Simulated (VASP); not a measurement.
# Zn (P2_1/m) in VASP: notebook, part 2 of 2

VASP 6.6.1. The steps go on from the part before.

### 4 Single point, PBE (atom 1 (Zn) moved by (-0.100, +0.100) A along x and y)

The input, INCAR:

```
ALGO = Fast ; EDIFF = 1E-6
ENCUT = 520 ; GGA = PE
ISIF = 2 ; ISMEAR = 0
LASPH = T ; LCHARG = F
LREAL = F ; LWAVE = F
NBANDS = 19 ; NELM = 100
PREC = Accurate ; SIGMA = 0.15
```

The input, KPOINTS:

```
k-points
0
Gamma
  24 24 10
```

The input, POSCAR:

```
Zn
1.0
    2.6647980532      0.0000000000      0.0000000000
   -1.3323990266      2.3077828100      0.0000000000
    0.0000000000      0.0000000000      4.9467000000
Zn
2
Direct
    0.3174728545      0.7099983006      0.2500000000
    0.6666666667      0.3333333333      0.7500000000
```

Potentials or basis: VASP PAW PBE potentials, release 64 (Zn).

On the command line:

```sh
$ cat potpaw_PBE.64/Zn/POTCAR > POTCAR
$ mpirun -np 1 vasp_std > vasp.out
```

OUTCAR:

```text
EDIFF = 1E-6
   ENCUT = 520
   GGA = PE
   ISIF = 2
   ISMEAR = 0
   LASPH = T
   LREAL = F
   NELM = 100
   PREC = Accurate

 ion  position               nearest neighbor table
   1  0.317  0.710  0.250-   2 2.86   2 2.86   2 2.90   2 2.90   2 2.99   2 2.99
   2  0.667  0.333  0.750-   1 2.86   1 2.86   1 2.90   1 2.90   1 2.99   1 2.99

  LATTYP: Found a hexagonal cell.
 ALAT       =     2.6647980532
 C/A-ratio  =     1.8563132745

  Lattice vectors:

 A1 = (   2.6647980532,   0.0000000000,   0.0000000000)
 A2 = (  -1.3323990266,   2.3077828100,   0.0000000000)
 A3 = (   0.0000000000,   0.0000000000,   4.9467000000)

Analysis of symmetry for initial positions (statically):
=====================================================================
 Subroutine PRICEL returns:
 Original cell was already a primitive cell.

 Routine SETGRP: Setting up the symmetry group for a
 hexagonal supercell.

 Subroutine GETGRP returns: Found  4 space group operations
 (whereof  1 operations were pure point group operations)
 out of a pool of 24 trial point group operations.

The static configuration has the point symmetry C_1 .
 The point group associated with its full space group is C_2h.

Analysis of symmetry for dynamics (positions and initial velocities):
=====================================================================
 Subroutine PRICEL returns:
 Original cell was already a primitive cell.

 Routine SETGRP: Setting up the symmetry group for a
 hexagonal supercell.

 Subroutine GETGRP returns: Found  4 space group operations
 (whereof  1 operations were pure point group operations)
 out of a pool of 24 trial point group operations.

The dynamic configuration has the point symmetry C_1 .
 The point group associated with its full space group is C_2h.

 Subroutine INISYM returns: Found  4 space group operations
 (whereof  1 operations are pure point group operations),
 and found     1 'primitive' translations

----------------------------------------------------------------------------------------

                                     Primitive cell

  volume of cell :      30.4211

  direct lattice vectors                    reciprocal lattice vectors
     2.664798053  0.000000000  0.000000000     0.375262958  0.216658170  0.000000000
    -1.332399027  2.307782810  0.000000000     0.000000000  0.433316340  0.000000000
     0.000000000  0.000000000  4.946700000     0.000000000  0.000000000  0.202154972

  length of vectors
     2.664798053  2.664798053  4.946700000     0.433316340  0.433316340  0.202154972

  position of ions in fractional coordinates (direct lattice)
     0.317472854  0.709998301  0.250000000
     0.666666667  0.333333333  0.750000000

  ion indices of the primitive-cell ions
   primitive index   ion index
                 1           1
                 2           2

----------------------------------------------------------------------------------------

 KPOINTS: k-points

Automatic generation of k-mesh.
 Grid dimensions read from file:
 generate k-points for:   24   24   10

 Generating k-lattice:

  Cartesian coordinates                     Fractional coordinates (reciprocal lattice)
     0.015635957  0.009027424  0.000000000     0.041666667 -0.000000000  0.000000000
     0.000000000  0.018054847  0.000000000     0.000000000  0.041666667  0.000000000
     0.000000000  0.000000000  0.020215497     0.000000000  0.000000000  0.100000000

  Length of vectors
     0.018054847  0.018054847  0.020215497

  Shift w.r.t. Gamma in fractional coordinates (k-lattice)
     0.000000000  0.000000000  0.000000000

 Subroutine IBZKPT returns following result:
 ===========================================

 Found   1740 irreducible k-points:

 Following reciprocal coordinates:
            Coordinates               Weight
  0.000000  0.000000  0.000000      1.000000
  0.041667  0.000000  0.000000      2.000000
  0.000000  0.041667  0.000000      2.000000
 -0.041667  0.041667  0.000000      2.000000
  0.083333  0.000000  0.000000      2.000000
  0.000000  0.083333  0.000000      2.000000
[... 16 lines left out ...]
  0.333333  0.000000  0.000000      2.000000
  0.000000  0.333333  0.000000      2.000000
 [... further k-points ...]
   k-points           NKPTS =   1740   k-points in BZ     NKDIM =   1740   number of bands    NBANDS=     19
   number of dos      NEDOS =    301   number of ions     NIONS =      2
   total plane-waves  NPLWV =  16000
   dimension x,y,z NGX =    20 NGY =   20 NGZ =   40
   dimension x,y,z NGXF=    40 NGYF=   40 NGZF=   80
   ions per type =               2
   NGX,Y,Z   is equivalent  to a cutoff of  12.48, 12.48, 13.44 a.u.
   NGXF,Y,Z  is equivalent  to a cutoff of  24.95, 24.95, 26.89 a.u.
 SYSTEM =  unknown system
   PREC   = accura    normal or accurate (medium, high low for compatibility)
   ISTART =      0    job   : 0-new  1-cont  2-samecut
   ICHARG =      2    charge: 1-file 2-atom 10-const
   ISPIN  =      1    spin polarized calculation?
   LNONCOLLINEAR =      F non collinear calculations
   LSORBIT =      F    spin-orbit coupling
   LASPH  =      T    aspherical Exc in radial PAW
   ENCUT  =  520.0 eV  38.22 Ry    6.18 a.u.   4.95  4.95  9.20*2*pi/ulx,y,z
   NELM   =    100;   NELMIN=  2; NELMDL= -5     # of ELM steps
   EDIFF  = 0.1E-05   stopping-criterion for ELM
   LREAL  =      F    real-space projection
   EDIFFG = 0.1E-04   stopping-criterion for IOM
   NSW    =      0    number of steps for IOM
   IBRION =     -1    ionic relax: 0-MD 1-quasi-New 2-CG
   NFREE  =      0    steps in history (QN), initial steepest desc. (CG)
   ISIF   =      2    stress and relaxation
   ISYM   =      2    0-nonsym 1-usesym 2-fastsym
   POTIM  = 0.5000    time-step for ionic-motion
   TEBEG  =    0.0;   TEEND  =   0.0 temperature during run
   PSTRESS=    0.0 pullay stress
   NELECT =      24.0000    total number of electrons
   NUPDOWN=      -1.0000    fix difference up-down
   EMIN   =  10.00;   EMAX   =-10.00  energy-range for DOS
   EFERMI =   0.00;   METHOD = LEGACY
   ISMEAR =     0;   SIGMA  =   0.15  broadening in eV -4-tet -1-fermi 0-gaus
   EFERMI_NEDOS =   21; number of points for ismear=-14 and -15
   IALGO  =     68    algorithm
   IMIX   =      4    mixing-type and parameters
     AMIX     =   0.40;   BMIX     =  1.00
     AMIX_MAG =   1.60;   BMIX_MAG =  1.00
  volume/ion in A,a.u.               =      15.21       102.65
  Fermi-wavevector in a.u.,A,eV,Ry     =   1.512703  2.858594 31.133805  2.288270
  Thomas-Fermi vector in A             =   2.622592
   LORBIT       =      0    0 simple, 1 ext, 2 COOP (PROOUT), +10 PAW based schemes
   GGA     = PE    functional components
   LHFCALC =     F    Hartree Fock is set to
   AEXX    =    0.0000 exact exchange contribution
   IVDW    =     0    specifies the selected vdW correction
   LEPSILON=     F    determine dielectric tensor
   LRPA    =     F    only Hartree local field effects (RPA)
 non-spin polarized calculation
 RMM-DIIS sequential band-by-band and
 Gauss-broadening in eV      SIGMA  =   0.15
  energy-cutoff  :      520.00
  volume of cell :       30.42
 maximum number of plane-waves:       855
   NGX =  9   NGY =  9   NGZ = 19

 number of electron      24.0000012 magnetization

 Free energy of the ion-electron system (eV)
  ---------------------------------------------------
  ext. energy  EPLUGINS =         0.00000000
  ---------------------------------------------------
  free energy    TOTEN  =        -2.21190839 eV

  energy without entropy =       -2.20794095  energy(sigma->0) =       -2.20992467

 E-fermi :   3.1256     XC(G=0): -11.5510

 val. band max:        3.1230452914   @ k =   0.2917   0.0417   0.0000
 cond. band min:       3.1273927435   @ k =   0.0833   0.2083  -0.1000
 fundamental gap:      0.0043474521
 Fermi energy:         3.1255608632

 k-point     1 :       0.0000    0.0000    0.0000
  band No.  band energies     occupation
      1      -7.2888      2.00000
      2      -5.4946      2.00000
      3      -4.8135      2.00000
      4      -4.5805      2.00000
      5      -4.5627      2.00000
      6      -4.5290      2.00000
[... 11 lines left out ...]
     18      21.7792      0.00000
     19      22.4420      0.00000
[... 485 lines left out ...]
 k-point    24 :       0.0000    0.3333    0.0000
  band No.  band energies     occupation
      1      -5.2485      2.00000
      2      -5.1336      2.00000
      3      -4.8671      2.00000
      4      -4.5537      2.00000
      5      -4.5263      2.00000
      6      -4.3977      2.00000
[... 11 lines left out ...]
     18      17.7162      0.00000
     19      19.7726      0.00000

 [... further k-points ...]

------------------------ aborting loop because EDIFF is reached ----------------------------------------

  FORCE on cell =-STRESS in cart. coord.  units (eV):
  Direction    XX          YY          ZZ          XY          YZ          ZX
  --------------------------------------------------------------------------------------
  -------------------------------------------------------------------------------------
  Total       -0.0545583     -0.1206567      0.2980754     -0.0412704      0.0000000      0.0000000
  in kB       -2.8734030     -6.3545842     15.6986353     -2.1735715      0.0000000      0.0000000
  external PRESSURE =       2.1568827 kB  Pullay stress =       0.0000000 kB

 VOLUME and BASIS-vectors are now :
 -----------------------------------------------------------------------------
  energy-cutoff  :      520.00
  volume of cell :       30.42
      direct lattice vectors                 reciprocal lattice vectors
     2.664798053  0.000000000  0.000000000     0.375262958  0.216658170  0.000000000
    -1.332399027  2.307782810  0.000000000     0.000000000  0.433316340  0.000000000
     0.000000000  0.000000000  4.946700000     0.000000000  0.000000000  0.202154972

 POSITION                                       TOTAL-FORCE (eV/Angst)
 -----------------------------------------------------------------------------------
     -0.10000      1.63852      1.23667         0.040791     -0.052460      0.000000
      1.33240      0.76926      3.71002        -0.040791      0.052460      0.000000
 -----------------------------------------------------------------------------------
    total drift:                                0.000008      0.000039      0.000000

  FREE ENERGIE OF THE ION-ELECTRON SYSTEM (eV)
  ---------------------------------------------------
  free  energy   TOTEN  =        -2.2119083917 eV

  energy  without entropy=       -2.2079409509  energy(sigma->0) =       -2.20992467
```

OSZICAR:

```text
N       E                     dE             d eps       ncg     rms          rms(c)
DAV:   1     0.113692795502E+03    0.11369E+03   -0.12335E+04 68163   0.200E+03
DAV:   2     0.276314873971E+01   -0.11093E+03   -0.10722E+03 66513   0.297E+02
DAV:   3    -0.238988644686E+01   -0.51530E+01   -0.51319E+01 73154   0.702E+01
DAV:   4    -0.242082690811E+01   -0.30940E-01   -0.30933E-01 71696   0.563E+00
DAV:   5    -0.242086668733E+01   -0.39779E-04   -0.39779E-04 71716   0.183E-01    0.397E+00
RMM:   6    -0.222501067273E+01    0.19586E+00   -0.73287E-01 76149   0.102E+01    0.306E+00
RMM:   7    -0.221692644106E+01    0.80842E-02   -0.21137E-02 78577   0.205E+00    0.153E+00
RMM:   8    -0.221194557893E+01    0.49809E-02   -0.55334E-03 74189   0.666E-01    0.111E-01
RMM:   9    -0.221194819804E+01   -0.26191E-05   -0.15944E-03 80797   0.567E-01    0.972E-02
RMM:  10    -0.221190643416E+01    0.41764E-04   -0.22650E-04 79417   0.163E-01    0.585E-03
RMM:  11    -0.221190844274E+01   -0.20086E-05   -0.16826E-05 78370   0.465E-02    0.369E-03
RMM:  12    -0.221190839168E+01    0.51068E-07   -0.15904E-06 48293   0.151E-02
   1 F= -.22119084E+01 E0= -.22099247E+01  d E =-.396744E-02
```

Run time: 6.7 min. Hardware: 1 thread of Intel Xeon Platinum 8488C (Sapphire Rapids), shared host; peak memory 0.84 GiB.

Results:

* Free energy: -2.2119 eV
* Pressure: 0.2 GPa
* Largest force: 0.066 eV/Å
* Band gap on the k mesh: zero (bands 12 and 13 overlap by 4.52 eV)

Forces on the atoms (eV/Å):
```
Zn   0.041 -0.052  0.000
Zn  -0.041  0.052  0.000
```

Stress tensor (GPa, compression positive):
```
-0.29 -0.22  0.00
-0.22 -0.64  0.00
 0.00  0.00  1.57
```

Levels at points of the mesh, in eV from the Fermi level:
| k point | band 9 | band 10 | band 11 | band 12 | band 13 | band 14 | band 15 | band 16 |
| --- | --- | --- | --- | --- | --- | --- | --- | --- |
| (0.00, 0.00, 0.00) | -7.28 | -7.15 | -7.08 | -3.65 | -3.05 | 13.61 | 17.18 | 17.24 |
| (0.50, 0.00, 0.00) | -6.94 | -6.92 | -2.83 | -2.22 | 2.68 | 3.62 | 4.01 | 5.59 |
| (0.00, 0.50, 0.00) | -6.94 | -6.91 | -2.78 | -2.27 | 2.80 | 3.79 | 3.89 | 5.40 |
| (0.50, 0.50, 0.00) | -6.93 | -6.92 | -2.94 | -2.06 | 2.37 | 3.20 | 4.30 | 6.06 |
| (0.00, 0.00, 0.50) | -7.21 | -7.21 | -7.20 | -7.20 | 4.58 | 4.58 | 18.70 | 18.70 |
| (0.50, 0.00, 0.50) | -6.93 | -6.93 | -1.90 | -1.90 | 0.13 | 0.13 | 10.06 | 10.06 |
| (0.00, 0.50, 0.50) | -6.93 | -6.93 | -1.94 | -1.94 | 0.18 | 0.18 | 9.98 | 9.98 |
| (0.50, 0.50, 0.50) | -6.93 | -6.93 | -1.78 | -1.78 | -0.03 | -0.03 | 10.35 | 10.35 |

Caveat: the cell differs from its parent crystal (atom 1 (Zn) moved by (-0.100, +0.100) A along x and y).

### 5 Summary

```csv
cell,further INCAR settings,gap on the mesh (eV),pressure (GPa),largest force (eV/Å)
"as given, atomic positions A",ALGO = Fast; EDIFF = 1e-07; NBANDS = 19,none,0.3,0.14
"as given, atomic positions B",ALGO = Fast; EDIFF = 1e-06; NBANDS = 19,none,0.4,0.12
"as given, atomic positions C",ALGO = Fast; EDIFF = 1e-06; NBANDS = 19,none,0.2,0.07
```

Alike in all rows: task single point; level PBE; potentials or basis VASP PAW PBE potentials, release 64 (Zn); no spin polarisation; k mesh 24 × 24 × 10; cutoff (eV) 520; smearing gaussian 0.15 eV.

Absolute energies hang on the potentials; compare differences alone.
